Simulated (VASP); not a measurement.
# MgO: single point with PBE

MgO:

```
Mg O
1.0
     0.00000    2.28201    2.28201
     2.22975    0.00000    2.28201
     2.22975    2.28201    0.00000
Mg O
1 1
Direct
  0.00000 0.00000 0.00000
  0.25000 0.25000 0.25000
```

This cell differs from its parent crystal: uniaxial x strain -2.3%.

* Program: VASP 6.6.1
* Task: single point
* Functional: PBE
* Potentials or basis: VASP PAW PBE potentials, release 64 (Mg, O)
* Cutoff: 520 eV
* k mesh: 10 × 10 × 10
* Occupations: fermi-dirac, width 0.02 eV
* Spin: no spin polarisation

```
Pressure               : 6.6 GPa
Band gap on the k mesh : 3.74 eV, direct
```

Stress tensor (GPa, compression positive):
```
7.08 0.00 0.00
0.00 6.38 0.00
0.00 0.00 6.38
```

Levels at points of the mesh, in eV from the valence-band top:
| k point | band 1 | band 2 | band 3 | band 4 | band 5 | band 6 | band 7 | band 8 |
| --- | --- | --- | --- | --- | --- | --- | --- | --- |
| (0.00, 0.00, 0.00) | -16.00 | -0.05 | -0.05 | 0.00 | 3.74 | 17.04 | 17.04 | 17.05 |
| (0.50, 0.00, 0.00) | -15.30 | -3.13 | -0.27 | -0.17 | 8.92 | 9.84 | 14.56 | 14.99 |
| (0.50, 0.50, 0.00) | -15.10 | -2.63 | -0.75 | -0.74 | 6.28 | 11.65 | 14.37 | 16.78 |
| (0.00, 0.50, 0.50) | -15.07 | -2.52 | -0.85 | -0.85 | 6.29 | 11.60 | 14.55 | 16.76 |

Wall time 24 s on 1 thread of Intel Xeon 8259CL, on a shared host, peak memory 0.16 GiB.

Caveat: the cell differs from its parent crystal (uniaxial x strain -2.3%).
